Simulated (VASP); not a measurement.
# C in VASP: a series of runs, part 2 of 2

VASP 6.6.1. Earlier steps stand in the parts before.

## Step 5: Relaxation of shape and atoms at fixed volume, PBE+D3(BJ) (29.59 Å³/atom)

File INCAR:

```
SYSTEM = C
PREC = Accurate
ENCUT = 600
EDIFF = 1E-7
ISMEAR = 0
SIGMA = 0.1
LREAL = .FALSE.
LASPH = .TRUE.
NELM = 80
ALGO = Normal
ISIF = 4
LWAVE = .FALSE.
LCHARG = .FALSE.
GGA = PE
IVDW = 12
IBRION = 2
NSW = 50
EDIFFG = -0.01
```

File KPOINTS:

```
regular mesh
0
G
  18 18 2
  0 0 0
```

File POSCAR:

```
C
1.0
    2.4392803120      0.0000000000      0.0000000000
   -1.2196401560      2.1124787171      0.0000000000
    0.0000000000      0.0000000000     22.9686500204
C
4
Direct
    0.0000000000      0.0000000000      0.5733755752
    0.0000000000      0.0000000000      0.4266244248
    0.3333333333      0.6666666667      0.4266041225
    0.6666666667      0.3333333333      0.5733958775
```

Potentials or basis: VASP PAW PBE potentials, release 64 (C).

The run is started by

```bash
$ cat potpaw_PBE.64/C/POTCAR > POTCAR
$ mpirun -np 1 vasp_std > vasp.out
```

OUTCAR:

```text
SYSTEM = C
   PREC = Accurate
   ENCUT = 600
   EDIFF = 1E-7
   ISMEAR = 0
   LREAL = .FALSE.
   LASPH = .TRUE.
   NELM = 80
   ISIF = 4
   GGA = PE
   IVDW = 12
   IBRION = 2
   NSW = 50
   EDIFFG = -0.01
 IVDW          = 12

 ion  position               nearest neighbor table
   1  0.000  0.000  0.573-   4 1.41   4 1.41   4 1.41
   2  0.000  0.000  0.427-   3 1.41   3 1.41   3 1.41
   3  0.333  0.667  0.427-   2 1.41   2 1.41   2 1.41
   4  0.667  0.333  0.573-   1 1.41   1 1.41   1 1.41

  LATTYP: Found a hexagonal cell.
 ALAT       =     2.4392803120
 C/A-ratio  =     9.4161584904

  Lattice vectors:

 A1 = (   2.4392803120,   0.0000000000,   0.0000000000)
 A2 = (  -1.2196401560,   2.1124787171,   0.0000000000)
 A3 = (   0.0000000000,   0.0000000000,  22.9686500204)

Analysis of symmetry for initial positions (statically):
=====================================================================
 Subroutine PRICEL returns:
 Original cell was already a primitive cell.

 Routine SETGRP: Setting up the symmetry group for a
 hexagonal supercell.

 Subroutine GETGRP returns: Found 12 space group operations
 (whereof 12 operations were pure point group operations)
 out of a pool of 24 trial point group operations.

The static configuration has the point symmetry D_3d.

[... 286 lines left out ...]
  free  energy   TOTEN  =       -37.3602443560 eV

  energy  without entropy=      -37.3595478247  energy(sigma->0) =      -37.35989609

[... ionic steps 4 to 14 ...]

--------------------------------------- Ionic step       15  -------------------------------------------

 number of electron      16.0000000 magnetization

------------------------ aborting loop because EDIFF is reached ----------------------------------------
[... 79 lines left out ...]
--------------------------------------- Ionic step       17  -------------------------------------------

 number of electron      16.0000000 magnetization

 Free energy of the ion-electron system (eV)
  ---------------------------------------------------
  ext. energy  EPLUGINS =         0.00000000
  ---------------------------------------------------
  free energy    TOTEN  =       -36.88742265 eV

  energy without entropy =      -36.88672607  energy(sigma->0) =      -36.88707436

 E-fermi :  -1.6012     XC(G=0):  -3.4854

 val. band max:       -1.6011937571   @ k =   0.3333   0.3333   0.5000
 cond. band min:      -1.6011863945   @ k =   0.3333   0.3333   0.0000
 fundamental gap:      0.0000073626
 Fermi energy:        -1.6011895552

 k-point     1 :       0.0000    0.0000    0.0000
  band No.  band energies     occupation
      1     -21.1766      2.00000
      2     -21.0409      2.00000
      3      -9.6513      2.00000
      4      -8.7403      2.00000
      5      -4.6335      2.00000
      6      -4.6335      2.00000
      7      -4.6254      2.00000
      8      -4.6254      2.00000
      9       1.8270      0.00000
     10       2.2001      0.00000
     11       2.8346      0.00000
     12       3.6635      0.00000
[... 331 lines left out ...]
 k-point    24 :       0.3889    0.1111    0.0000
  band No.  band energies     occupation
      1     -16.4717      2.00000
      2     -16.3785      2.00000
      3     -13.8319      2.00000
      4     -13.7597      2.00000
      5      -8.8454      2.00000
      6      -8.8115      2.00000
      7      -4.3987      2.00000
      8      -3.8612      2.00000
      9       0.3597      0.00000
     10       0.7433      0.00000
     11       6.9479      0.00000
     12       7.1440      0.00000

 [... further k-points ...]

------------------------ aborting loop because EDIFF is reached ----------------------------------------

 Edisp (eV)   -0.47462

 E8    (eV) :    -0.1419
[... 27 lines left out ...]
  FREE ENERGIE OF THE ION-ELECTRON SYSTEM (eV)
  ---------------------------------------------------
  free  energy   TOTEN  =       -37.3620470169 eV

  energy  without entropy=      -37.3613504400  energy(sigma->0) =      -37.36169873

 reached required accuracy - stopping structural energy minimisation
```

Run time: 20 min. Hardware: 1 thread of Intel Xeon Platinum 8259CL at 2.50GHz (Skylake/Cascade Lake), shared host; peak memory 0.34 GiB.

Results:

| Item | Value |
| --- | --- |
| Free energy | -37.3620 eV |
| Energy gained by relaxing | 8.9 meV/atom |
| Ionic steps | 17 |
| Largest force after relaxing | 0.004 eV/Å |
| Band gap on the k mesh | zero (filled and empty bands touch) |
| Dispersion energy per atom | -0.119 eV |

Forces in eV/Å, atoms in the order of the input:
```
C    0.000  0.000 -0.004
C    0.000  0.000  0.004
C    0.000  0.000 -0.004
C    0.000  0.000  0.004
```

The path:
| step | energy change (eV) | largest force (eV/Å) | pressure (GPa) | volume (Å³) |
| --- | --- | --- | --- | --- |
| 1 | 0.0000 | 0.0043 | 2.83 | 118.36 |
| 2 | -0.0320 | 0.0255 | -0.55 | 118.36 |
| 3 | -0.0338 | 0.0210 | 0.06 | 118.36 |
| 4 | -0.0337 | 0.0206 | 0.11 | 118.36 |
| 5 | -0.0338 | 0.0192 | 0.11 | 118.36 |
| 6 | -0.0340 | 0.0293 | 0.10 | 118.36 |
| 7 | -0.0342 | 0.0495 | 0.07 | 118.36 |
| 8 | -0.0345 | 0.0901 | 0.03 | 118.36 |
| 9 | -0.0345 | 0.0880 | 0.02 | 118.36 |
| 10 | -0.0346 | 0.0814 | 0.02 | 118.36 |
| 11 | -0.0348 | 0.0684 | 0.00 | 118.36 |
| 12 | -0.0351 | 0.0424 | -0.03 | 118.36 |
| 13 | -0.0353 | 0.0218 | -0.08 | 118.36 |
| 14 | -0.0353 | 0.0313 | -0.10 | 118.36 |
| 15 | -0.0354 | 0.0285 | -0.09 | 118.36 |
| 16 | -0.0355 | 0.0205 | -0.08 | 118.36 |
| 17 | -0.0356 | 0.0045 | -0.07 | 118.36 |

Final structure:
```
C
1.0
     2.46606    0.00000    0.00000
    -1.23303    2.13567    0.00000
     0.00000    0.00000   22.47248
C
4
Cartesian
  0.0000 0.0000 12.9359
  0.0000 0.0000 9.5365
  0.0000 1.4238 9.5363
  1.2330 0.7119 12.9362
```

## Step 6: Overview

| task | cell | cutoff (eV) | gap on the mesh (eV) |
| --- | --- | --- | --- |
| single point | a = 2.465, b = 2.465, c = 22.493 Å, angles 90.0, 90.0, 120.0°, 4 atoms, atomic positions A | 520 | none |
| single point | a = 2.465, b = 2.465, c = 23.210 Å, angles 90.0, 90.0, 120.0°, 4 atoms, atomic positions A | 520 | none |
| single point | a = 2.466, b = 2.466, c = 25.346 Å, angles 90.0, 90.0, 120.0°, 4 atoms, atomic positions A | 520 | none |
| relaxation of shape and atoms at fixed volume | relaxed from a = 2.439, b = 2.439, c = 22.969 Å, angles 90.0, 90.0, 120.0°, 4 atoms, atomic positions B | 600 | none |

Alike in all rows: level PBE+D3(BJ); potentials or basis VASP PAW PBE potentials, release 64 (C); no spin polarisation; k mesh 18 × 18 × 2; smearing gaussian 0.1 eV.

Total energies depend on the potentials used, so only differences within one code and one set of settings carry meaning.
